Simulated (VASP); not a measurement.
Wanted: the native input for a VASP 6.6.1 run.

* Task: single point
* Functional: PBE
* Potentials or basis: VASP PAW PBE potentials, release 64 (Sr_sv, O)
* Cutoff: 520 eV
* k mesh: 8 × 8 × 8
* Occupations: gaussian, width 0.05 eV
* Spin: no spin polarisation
* Dipole correction: no
* Further INCAR settings: ALGO = Normal; EDIFF = 1e-06; NBANDS = 15

The structure of SrO lies in POSCAR:

```
SrO
1.0
    0.0032122500      2.5698000000      2.5698000000
    2.5698000000      0.0032122500      2.5698000000
    2.5730122500      2.5730122500      0.0000000000
Sr O
1 1
Direct
    0.0000000000      0.0000000000      0.0000000000
    0.5000000000      0.5000000000      0.5000000000
```

This cell differs from its parent crystal: strain +0.0025 x Voigt [0, 0, 0, 0, 0, 1].

The input as run:

INCAR

```
SYSTEM = SrO
PREC = Accurate ; ENCUT = 520
EDIFF = 1E-6 ; ISMEAR = 0
SIGMA = 0.05 ; LREAL = .FALSE.
LASPH = .TRUE. ; NELM = 60
ALGO = Normal ; ISIF = 2
LWAVE = .FALSE. ; LCHARG = .FALSE.
GGA = PE ; NBANDS = 15
```

KPOINTS

```
regular mesh
0
G
  8 8 8
  0 0 0
```

Potentials or basis: VASP PAW PBE potentials, release 64 (Sr_sv, O).

Launch:

```bash
$ cat potpaw_PBE.64/Sr_sv/POTCAR potpaw_PBE.64/O/POTCAR > POTCAR
$ mpirun -np 1 vasp_std > vasp.out
```

It gave:

| Quantity | Value |
| --- | --- |
| Pressure | 3.5 GPa |
| Band gap on the k mesh | 3.26 eV, indirect (least direct gap 3.35 eV) |

Caveat: the cell differs from its parent crystal (strain +0.0025 x Voigt [0, 0, 0, 0, 0, 1]).

It took 69 s on 1 thread of Intel Xeon 8259CL, with other jobs on the host, peak memory 0.19 GiB.
